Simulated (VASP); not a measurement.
# WS2: single point with LDA

Crystal: WS2.

```
W S
1.0
     1.54677    0.89303    6.03752
    -1.54677    0.89303    6.03752
     0.00000   -1.78605    6.03752
W S
1 2
Cartesian
  0.0000 0.0000 0.0000
  0.0000 0.0000 10.5234
  0.0000 0.0000 13.5898
```

* Program: VASP 6.6.1
* Task: single point
* Functional: LDA
* Potentials or basis: VASP PAW LDA potentials, release 64 (W_sv, S)
* Cutoff: 520 eV
* k mesh: 10 × 10 × 10
* Occupations: fermi-dirac, width 0.05 eV
* Spin: no spin polarisation
* Dipole correction: no
* Further INCAR settings: ALGO = Normal; EDIFF = 1e-06; NBANDS = 20

```yaml
Pressure: 8.3 GPa
Largest_force: 1.292 eV/Å
Band_gap_on_the_k_mesh: 0.92 eV (least direct gap 2.37 eV)
```

Forces in eV/Å, atoms in the order of the input:
```
W    0.000  0.000 -0.678
S    0.000  0.000 -0.614
S    0.000  0.000  1.292
```

Stress tensor (GPa, compression positive):
```
7.79 0.00 0.00
0.00 7.79 0.00
0.00 0.00 9.31
```

Levels at points of the mesh, in eV from the valence-band top:
```
           k point  band 11  band 12  band 13  band 14  band 15  band 16
(0.00, 0.00, 0.00)    -2.49    -1.67    -1.43     2.24     2.24     2.71
(0.50, 0.00, 0.00)    -2.70    -1.91    -1.87     2.40     2.64     3.67
(0.50, 0.50, 0.00)    -3.40    -2.09    -1.68     2.34     2.77     3.26
(0.50, 0.50, 0.50)    -2.45    -2.45     0.00     2.37     2.37     2.52
```

Run time: 8.6 min on 1 thread of Intel Xeon 8259CL, with other jobs on the host, peak memory 0.32 GiB.

Caveat: the cell stands under pressure; spin-orbit coupling is left out, which moves the levels of the heavy elements; forces of over 1 eV/Å act on the atoms, so gaps and moduli don't describe the material at rest. A k mesh can miss the band edges.
